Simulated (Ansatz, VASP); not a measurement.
Rb: VASP beside Ansatz

Contents of INCAR:

```
SYSTEM = Rb
ALGO = Normal ; EDIFF = 1E-7
EDIFFG = -0.005 ; ENCUT = 600
GGA = PE ; IBRION = 2
ISIF = 3 ; ISMEAR = -1
LASPH = .True. ; LCHARG = .False.
LREAL = .False. ; LWAVE = .False.
NELM = 100 ; NSW = 100
PREC = Accurate ; SIGMA = 0.03
```

KPOINTS

```
k-points
0
Gamma
  11 11 11
  0 0 0
```

Contents of POSCAR:

```
Rb
1.0
    0.0000000000      2.5553258337      2.5553258337
    2.5553258337      0.0000000000      2.5553258337
    2.5553258337      2.5553258337      0.0000000000
Rb
1
Direct
    0.0000000000      0.0000000000      0.0000000000
```

Input for Ansatz:

```yaml
crystal:
  lattice:
    - [0.0, 2.5553258337, 2.5553258337]
    - [2.5553258337, 0.0, 2.5553258337]
    - [2.5553258337, 2.5553258337, 0.0]
  atoms:
    - { symbol: Rb, position: [0.0, 0.0, 0.0] }
kpoints:
  mp_grid: { grid: [11, 11, 11] }
scf:
  occupations: { method: fermi_dirac, width: 0.03 }
hamiltonian:
  xc: pbe
  pseudopotentials: { kind: paw }
output:
  forces: true
  stress: true
relax:
  f_tol: 0.005
  max_steps: 80
  cell: {}
```

Alike in both runs: task relaxation of cell and atoms; functional PBE; k mesh 11 × 11 × 11; occupations fermi-dirac, width 0.03 eV; no spin polarisation.

|  | VASP | Ansatz |
| --- | --- | --- |
| version | VASP 6.6.1 | Ansatz 0.2.0 |
| potentials or method | VASP PAW PBE potentials, release 64 (Rb_sv) | PAW with Ansatz's default frozen-core files, scalar-relativistic |
| plane-wave cutoff (eV) | 600 | 420 |
| valence electrons in the cell | 9 | 9 |

|  | VASP | Ansatz | Ansatz less VASP |
| --- | --- | --- | --- |
| relaxed volume (Å³/atom) | 90.34 | 91.44 | +1.101 |
| relaxed length of the cell vector where the two differ most in proportion (Å) | 5.037 | 5.057 | +0.0204 |

Noted on VASP's run: the volume moved by over 15 % at a fixed basis, so the end points are rough.
